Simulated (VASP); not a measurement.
A run of VASP 6.6.1 is set up as follows.

The input INCAR:

```
SYSTEM = FeO
PREC = Accurate
ENCUT = 600
EDIFF = 1E-7
ISMEAR = 0
SIGMA = 0.02
LREAL = .False.
LASPH = .True.
NELM = 150
ALGO = Normal
ISIF = 4
LWAVE = .False.
LCHARG = .False.
ISPIN = 2
MAGMOM = 3.9 0.17
LORBIT = 11
LMAXMIX = 4
LDAU = .True.
LDAUTYPE = 2
LDAUL = 2 -1
LDAUU = 5.3 0
LDAUJ = 0 0
LDAUPRINT = 1
GGA = PE
IBRION = 2
NSW = 80
EDIFFG = -0.001
```

KPOINTS

```
Automatic mesh
0
Gamma
  12 12 12
  0 0 0
```

The input POSCAR:

```
FeO
1.0
    1.5738919428      0.9086869369      2.4661302359
   -1.5738919428      0.9086869369      2.4661302359
    0.0000000000     -1.8173738738      2.4661302359
Fe O
1 1
Direct
    0.0000000000      0.0000000000      0.0000000000
    0.5000000000      0.5000000000      0.5000000000
```

Potentials or basis: VASP PAW PBE potentials, release 64 (Fe, O).

Command:

```sh
$ cat potpaw_PBE.64/Fe/POTCAR potpaw_PBE.64/O/POTCAR > POTCAR
$ mpirun -np 1 vasp_std > vasp.out
```

**Question.** What does it give for the net moment?

**Answer.** 4.00 μB per cell.

**Question.** Estimate the site moments.

**Answer.** Fe +3.85; O +0.16 μB.

Final structure:
```yaml
crystal:
  lattice:
    - [1.55901, 0.90010, 2.51343]
    - [-1.55901, 0.90010, 2.51343]
    - [0.00000, -1.80019, 2.51343]
  atoms:
    - { symbol: Fe, position: [0.00000, 0.00000, 0.00000] }
    - { symbol: O, position: [0.50000, 0.50000, 0.50000] }
```

Caveat: a cell with one magnetic atom can't hold antiferromagnetic order, which such compounds often take. The state reached can hang on the start; a lower one may exist.
